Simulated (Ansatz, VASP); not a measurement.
# Lu in VASP and in Ansatz

```
Lu
1.0
    -1.95059    1.95059    1.95059
     1.95059   -1.95059    1.95059
     1.95059    1.95059   -1.95059
Lu
1
Direct
  0.00000 0.00000 0.00000
```

Alike in both runs: functional PBE; k mesh 11 × 11 × 11; occupations fermi-dirac, width 0.1 eV; no spin polarisation.

Ansatz relaxed the structure, and its values are those at the end. VASP's run is a single point on that final structure, the one shown.

|  | VASP | Ansatz |
| --- | --- | --- |
| version | VASP 6.6.1 | Ansatz 0.2.0 |
| potentials or method | VASP PAW PBE potentials, release 64 (Lu), cutoff 520 eV | plane waves (420 eV) with PAW, scalar-relativistic |
| valence electrons in the cell | 25 | 25 |

Ansatz gave:

```
pressure (GPa) : 0.0
```

What did VASP give for the same quantities?

Pressure (GPa): 0.1.

Spin-orbit coupling is off throughout.
